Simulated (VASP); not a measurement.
# Ge6S in VASP: a series of runs

The runs below take Ge6S through relaxation of the atoms, single point, with PBE.

Everything below comes from runs of VASP 6.6.1. Logs are shortened: lines on timing, memory, paths and dates and some standing lists are left out, and cuts for length are marked.

### 1 The cell of the first run

The cell holds a slab with vacuum, 7 atoms: a = 4.074 Å, b = 5.762 Å, c = 19.524 Å, α = 90.00°, β = 90.00°, γ = 90.00°.

### 2 Relaxation of the atoms, PBE

File INCAR:

```
SYSTEM = Ge6S
PREC = Accurate
ENCUT = 450
EDIFF = 1E-7
ISMEAR = 0
SIGMA = 0.1
LREAL = .FALSE.
LASPH = .TRUE.
NELM = 120
ALGO = Normal
ISIF = 2
LWAVE = .FALSE.
LCHARG = .FALSE.
LDIPOL = .TRUE.
IDIPOL = 3
DIPOL = 0.5 0.5 0.331
GGA = PE
IBRION = 2
NSW = 36
EDIFFG = -0.025
GGA_COMPAT = .FALSE.
NELMIN = 4
NELMDL = -8
KPAR = 4
```

File KPOINTS:

```
Automatic mesh
0
G
  7 5 1
  0 0 0
```

File POSCAR:

```
Ge6S
1.0
    4.0740542126      0.0000000000      0.0000000000
    0.0000000000      5.7615827213      0.0000000000
    0.0000000000      0.0000000000     19.5242196736
Ge S
6 1
Selective dynamics
Direct
    0.5000000000      0.0000000000      0.2048737449  F F F
    0.0000000000      0.2500000000      0.2048737449  F F F
    0.0000000000      0.5005156572      0.3087424246  F F F
    0.5000000000      0.7494843428      0.3087424246  F F F
    0.5000000000      0.0069199665      0.4109879835  F F F
    0.0000000000      0.2430800335      0.4109879835  F F F
    0.5000000000      0.6735866331      0.4670817991  F F T
```

Potentials or basis: VASP PAW PBE potentials, release 64 (Ge_d, S).

On the command line:

```
$ cat potpaw_PBE.64/Ge_d/POTCAR potpaw_PBE.64/S/POTCAR > POTCAR
$ mpirun -np 4 vasp_std > vasp.out
```

OUTCAR:

```text
SYSTEM = Ge6S
   PREC = Accurate
   ENCUT = 450
   EDIFF = 1E-7
   ISMEAR = 0
   LREAL = .FALSE.
   LASPH = .TRUE.
   NELM = 120
   ISIF = 2
   GGA = PE
   IBRION = 2
   NSW = 36
   EDIFFG = -0.025
   NELMIN = 4
   NELMDL = -8

 ion  position               nearest neighbor table
   1  0.500  0.000  0.205-   4 2.49   2 2.49   2 2.49
   2  0.000  0.250  0.205-   3 2.49   1 2.49   1 2.49
   3  0.000  0.501  0.309-   6 2.49   2 2.49   4 2.49   4 2.49
   4  0.500  0.749  0.309-   5 2.49   1 2.49   3 2.49   3 2.49
   5  0.500  0.007  0.411-   7 2.21   6 2.45   6 2.45   4 2.49
   6  0.000  0.243  0.411-   5 2.45   5 2.45   3 2.49
   7  0.500  0.674  0.467-   5 2.21

  LATTYP: Found a simple orthorhombic cell.
 ALAT       =     4.0740542126
 B/A-ratio  =     1.4142135624
 C/A-ratio  =     4.7923318284

  Lattice vectors:

 A1 = (   4.0740542126,   0.0000000000,   0.0000000000)
 A2 = (   0.0000000000,   5.7615827213,   0.0000000000)
 A3 = (   0.0000000000,   0.0000000000,  19.5242196736)

Analysis of symmetry for initial positions (statically):
=====================================================================
 Subroutine PRICEL returns:
 Original cell was already a primitive cell.

 Routine SETGRP: Setting up the symmetry group for a
 simple orthorhombic supercell.

 Subroutine GETGRP returns: Found  2 space group operations
 (whereof  2 operations were pure point group operations)
 out of a pool of  8 trial point group operations.

The static configuration has the point symmetry C_1h.

Analysis of symmetry for dynamics (positions and initial velocities):
=====================================================================
 Subroutine PRICEL returns:
 Original cell was already a primitive cell.

 Routine SETGRP: Setting up the symmetry group for a
 simple orthorhombic supercell.

 Subroutine GETGRP returns: Found  2 space group operations
 (whereof  2 operations were pure point group operations)
 out of a pool of  8 trial point group operations.

The dynamic configuration has the point symmetry C_1h.

Analysis of constrained symmetry for selective dynamics:
=====================================================================
 Subroutine PRICEL returns:
 Original cell was already a primitive cell.

 Routine SETGRP: Setting up the symmetry group for a
 simple orthorhombic supercell.

 Subroutine GETGRP returns: Found  2 space group operations
 (whereof  2 operations were pure point group operations)
 out of a pool of  8 trial point group operations.

The constrained configuration has the point symmetry C_1h.

 Subroutine INISYM returns: Found  2 space group operations
 (whereof  2 operations are pure point group operations),
 and found     1 'primitive' translations

----------------------------------------------------------------------------------------

                                     Primitive cell

  volume of cell :     458.2920

  direct lattice vectors                    reciprocal lattice vectors
     4.074054213  0.000000000  0.000000000     0.245455742  0.000000000  0.000000000
     0.000000000  5.761582721  0.000000000     0.000000000  0.173563420  0.000000000
     0.000000000  0.000000000 19.524219674     0.000000000  0.000000000  0.051218436

  length of vectors
     4.074054213  5.761582721 19.524219674     0.245455742  0.173563420  0.051218436

  position of ions in fractional coordinates (direct lattice)
     0.500000000  0.000000000  0.204873745
     0.000000000  0.250000000  0.204873745
     0.000000000  0.500515657  0.308742425
     0.500000000  0.749484343  0.308742425
     0.500000000  0.006919966  0.410987984
     0.000000000  0.243080034  0.410987984
     0.500000000  0.673586633  0.467081799

  ion indices of the primitive-cell ions
   primitive index   ion index
                 1           1
                 2           2
                 3           3
                 4           4
                 5           5
                 6           6
                 7           7

----------------------------------------------------------------------------------------

 KPOINTS: Automatic mesh

Automatic generation of k-mesh.
 Grid dimensions read from file:
 generate k-points for:    7    5    1

 Generating k-lattice:

  Cartesian coordinates                     Fractional coordinates (reciprocal lattice)
     0.035065106  0.000000000  0.000000000     0.142857143  0.000000000  0.000000000
     0.000000000  0.034712684  0.000000000     0.000000000  0.200000000  0.000000000
     0.000000000  0.000000000  0.051218436     0.000000000  0.000000000  1.000000000

  Length of vectors
     0.035065106  0.034712684  0.051218436

  Shift w.r.t. Gamma in fractional coordinates (k-lattice)
     0.000000000  0.000000000  0.000000000

 Subroutine IBZKPT returns following result:
 ===========================================

 Found     12 irreducible k-points:

 Following reciprocal coordinates:
            Coordinates               Weight
[... 35 lines left out ...]
   NFREE  =      1    steps in history (QN), initial steepest desc. (CG)
   ISIF   =      2    stress and relaxation
   ISYM   =      2    0-nonsym 1-usesym 2-fastsym
   POTIM  = 0.5000    time-step for ionic-motion
   TEBEG  =    0.0;   TEEND  =   0.0 temperature during run
   PSTRESS=    0.0 pullay stress
   NELECT =      90.0000    total number of electrons
   NUPDOWN=      -1.0000    fix difference up-down
   EMIN   =  10.00;   EMAX   =-10.00  energy-range for DOS
   EFERMI =   0.00;   METHOD = LEGACY
   ISMEAR =     0;   SIGMA  =   0.10  broadening in eV -4-tet -1-fermi 0-gaus
   EFERMI_NEDOS =   21; number of points for ismear=-14 and -15
   IALGO  =     38    algorithm
   IMIX   =      4    mixing-type and parameters
     AMIX     =   0.40;   BMIX     =  1.00
     AMIX_MAG =   1.60;   BMIX_MAG =  1.00
  volume/ion in A,a.u.               =      65.47       441.82
  Fermi-wavevector in a.u.,A,eV,Ry     =   0.951572  1.798210 12.319925  0.905489
  Thomas-Fermi vector in A             =   2.080054
   LORBIT       =      0    0 simple, 1 ext, 2 COOP (PROOUT), +10 PAW based schemes
   GGA     = PE    functional components
   LHFCALC =     F    Hartree Fock is set to
   AEXX    =    0.0000 exact exchange contribution
   IVDW    =     0    specifies the selected vdW correction
   LEPSILON=     F    determine dielectric tensor
   LRPA    =     F    only Hartree local field effects (RPA)
 conjugate gradient relaxation of ions
 non-spin polarized calculation
 Gauss-broadening in eV      SIGMA  =   0.10
  energy-cutoff  :      450.00
  volume of cell :      458.29
 maximum number of plane-waves:      9953
   NGX = 15   NGY = 19   NGZ = 67

 dipolmoment           0.000000      0.000000     -0.033529 electrons x Angstroem

--------------------------------------- Ionic step        1  -------------------------------------------

 number of electron      89.9999932 magnetization

 Free energy of the ion-electron system (eV)
  ---------------------------------------------------
  ext. energy  EPLUGINS =         0.00000000
  ---------------------------------------------------
  free energy    TOTEN  =       -28.39215273 eV

  energy without entropy =      -28.35673909  energy(sigma->0) =      -28.37444591

------------------------ aborting loop because EDIFF is reached ----------------------------------------

  FORCE on cell =-STRESS in cart. coord.  units (eV):
  Direction    XX          YY          ZZ          XY          YZ          ZX
  --------------------------------------------------------------------------------------
  -------------------------------------------------------------------------------------
  Total        1.0485580     -1.3929764      0.7187664      0.0000000      0.9431557      0.0000000
  in kB        3.6657325     -4.8698103      2.5127893      0.0000000      3.2972486      0.0000000
  external PRESSURE =       0.4362372 kB  Pullay stress =       0.0000000 kB
[... 149 lines left out ...]
  energy  without entropy=      -28.3582088770  energy(sigma->0) =      -28.37554261

--------------------------------------- Ionic step        5  -------------------------------------------

 number of electron      89.9999932 magnetization

 dipolmoment           0.000000      0.000000      0.122217 electrons x Angstroem

 Free energy of the ion-electron system (eV)
  ---------------------------------------------------
  ext. energy  EPLUGINS =         0.00000000
  ---------------------------------------------------
  free energy    TOTEN  =       -28.39418063 eV

  energy without entropy =      -28.35921323  energy(sigma->0) =      -28.37669693

 E-fermi :  -1.7594     XC(G=0):  -4.1733

 val. band max:       -1.7747652401   @ k =   0.2857   0.4000   0.0000
 cond. band min:      -1.7432600455   @ k =   0.2857   0.2000   0.0000
 fundamental gap:      0.0315051946
 Fermi energy:        -1.7594282515

 k-point     1 :       0.0000    0.0000    0.0000
  band No.  band energies     occupation
      1     -26.4537      2.00000
      2     -26.4205      2.00000
      3     -26.3965      2.00000
      4     -26.3632      2.00000
      5     -26.3631      2.00000
      6     -26.3399      2.00000
[... 673 lines left out ...]
     53       3.1412      0.00000
     54       3.6603      0.00000

------------------------ aborting loop because EDIFF is reached ----------------------------------------

 vacuum level on the upper side and lower side of the slab       (xc-potential included)         0.450        -0.465

  FORCE on cell =-STRESS in cart. coord.  units (eV):
  Direction    XX          YY          ZZ          XY          YZ          ZX
  --------------------------------------------------------------------------------------
  -------------------------------------------------------------------------------------
  Total        1.1051609     -0.9827129      0.9026927      0.0000000      0.7674272      0.0000000
  in kB        3.8636147     -3.4355394      3.1557910      0.0000000      2.6829063      0.0000000
  external PRESSURE =       1.1946221 kB  Pullay stress =       0.0000000 kB

 VOLUME and BASIS-vectors are now :
 -----------------------------------------------------------------------------
  energy-cutoff  :      450.00
  volume of cell :      458.29
      direct lattice vectors                 reciprocal lattice vectors
     4.074054213  0.000000000  0.000000000     0.245455742  0.000000000  0.000000000
     0.000000000  5.761582721  0.000000000     0.000000000  0.173563420  0.000000000
     0.000000000  0.000000000 19.524219674     0.000000000  0.000000000  0.051218436
[... 13 lines left out ...]
  FREE ENERGIE OF THE ION-ELECTRON SYSTEM (eV)
  ---------------------------------------------------
  free  energy   TOTEN  =       -28.3941806301 eV

  energy  without entropy=      -28.3592132260  energy(sigma->0) =      -28.37669693

 reached required accuracy - stopping structural energy minimisation

 vacuum level on the upper side and lower side of the slab         3.721         2.779
```

Wall time 13 min (4 MPI ranks of AMD EPYC 7R43 (Zen 3), shared host); peak memory 0.49 GiB.

Results:

- Free energy: -28.3942 eV
- Energy gained by relaxing: 0.3 meV/atom
- Ionic steps: 5
- Band gap on the k mesh: zero (bands 45 and 46 overlap by 0.06 eV)

The path:
```
step  energy change (eV)  largest force on free atoms (eV/Å)  pressure (GPa)
   1              0.0000                              0.1229            0.04
   2             -0.0007                              0.1006            0.06
   3             -0.0019                              0.0343            0.10
   4             -0.0007                              0.1004            0.18
   5             -0.0020                              0.0001            0.12
```

Final structure:
```xyz
7
Lattice="4.0741 0.0000 0.0000 0.0000 5.7616 0.0000 0.0000 0.0000 19.5242" Properties=species:S:1:pos:R:3 pbc="T T T"
Ge    2.0370    0.0000    4.0000
Ge    0.0000    1.4404    4.0000
Ge    0.0000    2.8838    6.0280
Ge    2.0370    4.3182    6.0280
Ge    2.0370    0.0399    8.0242
Ge    0.0000    1.4005    8.0242
S     2.0370    3.8809    9.0868
```

Levels at points of the mesh, in eV from the Fermi level:
| k point | band 43 | band 44 | band 45 | band 46 | band 47 | band 48 |
| --- | --- | --- | --- | --- | --- | --- |
| (0.00, 0.00, 0.00) | -0.65 | -0.20 | -0.14 | 0.16 | 1.35 | 1.61 |

### 3 Single point, PBE

File INCAR:

```
PREC = Accurate ; ENCUT = 520
EDIFF = 1E-7 ; ISMEAR = 0
SIGMA = 0.1 ; LREAL = False
LASPH = True ; NELM = 100
ALGO = Normal ; ISIF = 2
LWAVE = False ; LCHARG = False
LDIPOL = True ; IDIPOL = 3
DIPOL = 0.5 0.5 0.329 ; GGA = PE
NBANDS = 54
```

File KPOINTS:

```
Automatic mesh
0
Gamma
  7 5 1
```

File POSCAR:

```
Ge6S
1.0
    4.0740542126      0.0000000000      0.0000000000
    0.0000000000      5.7615827213      0.0000000000
    0.0000000000      0.0000000000     19.5242196736
Ge S
6 1
Direct
    0.5000000000      0.0000000000      0.2048737449
    0.0000000000      0.2500000000      0.2048737449
    0.0000000000      0.5005156572      0.3087424246
    0.5000000000      0.7494843428      0.3087424246
    0.5000000000      0.0069199665      0.4109879835
    0.0000000000      0.2430800335      0.4109879835
    0.5000000000      0.5069199665      0.4509572465
```

Potentials or basis: VASP PAW PBE potentials, release 64 (Ge_d, S).

On the command line:

```
$ cat potpaw_PBE.64/Ge_d/POTCAR potpaw_PBE.64/S/POTCAR > POTCAR
$ mpirun -np 1 vasp_std > vasp.out
```

Run time: 19 min. Hardware: 1 thread of Intel Xeon 8259CL, shared host; peak memory 0.62 GiB.

The run converged. Its results:

* Free energy: -27.9684 eV
* Largest force: 1.453 eV/Å
* Band gap on the k mesh: zero (bands 45 and 46 overlap by 0.02 eV)

Forces on the atoms (eV/Å):
```
Ge   0.000  0.583 -0.104
Ge   0.000 -0.469 -0.020
Ge   0.000 -0.047 -0.639
Ge   0.000 -0.187 -0.190
Ge   0.000 -1.358  0.515
Ge   0.000  1.090  0.436
S    0.000  0.388  0.002
```

Levels at points of the mesh, in eV from the Fermi level:
```
           k point  band 42  band 43  band 44  band 45  band 46  band 47  band 48  band 49
(0.00, 0.00, 0.00)    -1.28    -0.88    -0.38    -0.28     0.04     0.92     1.50     1.73
```

### 4 Single point, PBE

File INCAR:

```
SYSTEM = Ge6S
PREC = Accurate
ENCUT = 520
EDIFF = 1E-7
ISMEAR = 0
SIGMA = 0.1
LREAL = .FALSE.
LASPH = .TRUE.
NELM = 100
ALGO = Normal
ISIF = 2
LWAVE = .FALSE.
LCHARG = .TRUE.
LDIPOL = .TRUE.
IDIPOL = 3
DIPOL = 0.5 0.5 0.337
GGA = PE
LELF = .TRUE.
LVHAR = .TRUE.
LVACPOTAV = .TRUE.
NBANDS = 54
```

File KPOINTS:

```
Automatic mesh
0
G
  7 5 1
  0 0 0
```

POSCAR: that of step 3 with these lines changed.

```diff
@@ -14,2 +14,2 @@
     0.0000000000      0.2430800335      0.4109879835
-    0.5000000000      0.5069199665      0.4509572465
+    1.0000000000      0.0069199665      0.5072853432
```

On the command line:

```
$ cat potpaw_PBE.64/Ge_d/POTCAR potpaw_PBE.64/S/POTCAR > POTCAR
$ mpirun -np 1 vasp_std > vasp.out
```

Run time: 21 min. Hardware: 1 thread of Intel Xeon 8259CL, shared host; peak memory 0.64 GiB.

Results (log left out):

| Quantity | Value |
| --- | --- |
| Free energy | -27.6174 eV |
| Largest force | 0.469 eV/Å |
| Band gap on the k mesh | zero (bands 45 and 46 overlap by 0.27 eV) |

Forces on the atoms (eV/Å):
```
Ge   0.000  0.112 -0.020
Ge   0.000 -0.061 -0.121
Ge   0.000  0.132 -0.207
Ge   0.000  0.059 -0.082
Ge   0.000 -0.414  0.220
Ge   0.000  0.214  0.224
S    0.000 -0.042 -0.013
```

Levels at points of the mesh, in eV from the Fermi level:
```csv
k point,band 43,band 44,band 45,band 46,band 47,band 48
"(0.00, 0.00, 0.00)",-0.99,-0.36,-0.13,0.49,0.56,1.62
```

### 5 Single point, PBE

File INCAR:

```
PREC = Accurate
ENCUT = 520
EDIFF = 1E-6
ISMEAR = 0
SIGMA = 0.1
LREAL = F
LASPH = T
NELM = 80
ALGO = Normal
ISIF = 2
LWAVE = F
LCHARG = F
LDIPOL = T
IDIPOL = 3
DIPOL = 0.5 0.5 0.337
GGA = PE
NBANDS = 54
```

File KPOINTS:

```
regular mesh
0
Gamma
  7 5 1
```

POSCAR: that of step 4 with these lines changed.

```diff
@@ -14,2 +14,2 @@
     0.0000000000      0.2430800335      0.4109879835
-    1.0000000000      0.0069199665      0.5072853432
+    0.5000000000      0.8402532998      0.5085239637
```

On the command line:

```
$ cat potpaw_PBE.64/Ge_d/POTCAR potpaw_PBE.64/S/POTCAR > POTCAR
$ mpirun -np 1 vasp_std > vasp.out
```

Run time: 20 min. Hardware: 1 thread of Intel Xeon 8259CL, shared host; peak memory 0.63 GiB.

The run converged. Its results:

```yaml
Free_energy: -28.1826 eV
Largest_force: 0.912 eV/Å
Band_gap_on_the_k_mesh: zero (bands 45 and 46 overlap by 0.44 eV)
```

Forces in eV/Å, atoms in the order of the input:
```
Ge   0.000  0.067 -0.217
Ge   0.000 -0.359  0.272
Ge   0.000  0.015  0.156
Ge   0.000 -0.006 -0.617
Ge   0.000 -0.215  0.843
Ge   0.000  0.822 -0.393
S    0.000 -0.325 -0.044
```

Levels at points of the mesh, in eV from the Fermi level:
| k point | band 43 | band 44 | band 45 | band 46 | band 47 | band 48 |
| --- | --- | --- | --- | --- | --- | --- |
| (0.00, 0.00, 0.00) | -0.83 | -0.26 | 0.32 | 0.52 | 1.25 | 1.49 |

### 6 Single point, PBE

File INCAR:

```
SYSTEM = Ge6S
PREC     = Accurate       ! precision mode
ENCUT    = 520            ! plane-wave cutoff, eV
EDIFF    = 1E-6           ! SCF threshold, eV
ISMEAR   = 0              ! smearing method
SIGMA    = 0.1            ! smearing width, eV
LREAL    = .False.        ! projectors in reciprocal space
LASPH    = .True.         ! aspherical terms in the spheres
NELM     = 100            ! most SCF steps
ALGO     = Normal         ! electronic algorithm
ISIF     = 2              ! what is computed and relaxed
LWAVE    = .False.        ! write WAVECAR
LCHARG   = .True.         ! write CHGCAR
LDIPOL   = .True.       
IDIPOL   = 3            
DIPOL    = 0.5 0.5 0.338
GGA      = PE             ! functional
LELF     = .True.         ! ELF
LVHAR    = .True.       
LVACPOTAV= .True.       
NBANDS   = 54             ! bands
```

File KPOINTS:

```
Automatic mesh
0
Gamma
  7 5 1
  0 0 0
```

POSCAR: that of step 5 with these lines changed.

```diff
@@ -14,2 +14,2 @@
     0.0000000000      0.2430800335      0.4109879835
-    0.5000000000      0.8402532998      0.5085239637
+    1.0000000000      0.3402532998      0.5170156500
```

Potentials or basis: VASP PAW PBE potentials, release 64 (Ge_d, S).

On the command line:

```
$ cat potpaw_PBE.64/Ge_d/POTCAR potpaw_PBE.64/S/POTCAR > POTCAR
$ mpirun -np 1 vasp_std > vasp.out
```

It took 19 min on 1 thread of Intel Xeon 8259CL, shared host; peak memory 0.63 GiB.

The run converged. Its results:

```
Free energy            : -28.0399 eV
Largest force          : 0.851 eV/Å
Band gap on the k mesh : zero (bands 45 and 46 overlap by 0.49 eV)
```

Forces in eV/Å, atoms in the order of the input:
```
Ge   0.000  0.334  0.324
Ge   0.000 -0.070 -0.198
Ge   0.000  0.028 -0.566
Ge   0.000 -0.055  0.068
Ge   0.000 -0.599 -0.419
Ge   0.000  0.026  0.850
S    0.000  0.336 -0.059
```

Levels at points of the mesh, in eV from the Fermi level:
```tsv
k point	band 42	band 43	band 44	band 45	band 46	band 47	band 48	band 49
(0.00, 0.00, 0.00)	-1.01	-0.89	-0.29	0.42	0.55	1.02	1.50	2.12
```

### 7 Overview

```tsv
task	cell	cutoff (eV)	atoms held fixed (from 0)	gap on the mesh (eV)	largest force (eV/Å)
relaxation of the atoms	atoms relaxed, atomic positions A	450	[0, 1, 2, 3, 4, 5, 6]	none	-
single point	as given, atomic positions B	520	-	none	1.45
single point	as given, atomic positions C	520	-	none	0.47
single point	as given, atomic positions D	520	-	none	0.91
single point	as given, atomic positions E	520	-	none	0.85
```

Alike in all rows: level PBE; potentials or basis VASP PAW PBE potentials, release 64 (Ge_d, S); no spin polarisation; k mesh 7 × 5 × 1; smearing gaussian 0.1 eV.

Total energies depend on the potentials used, so only differences within one code and one set of settings carry meaning.
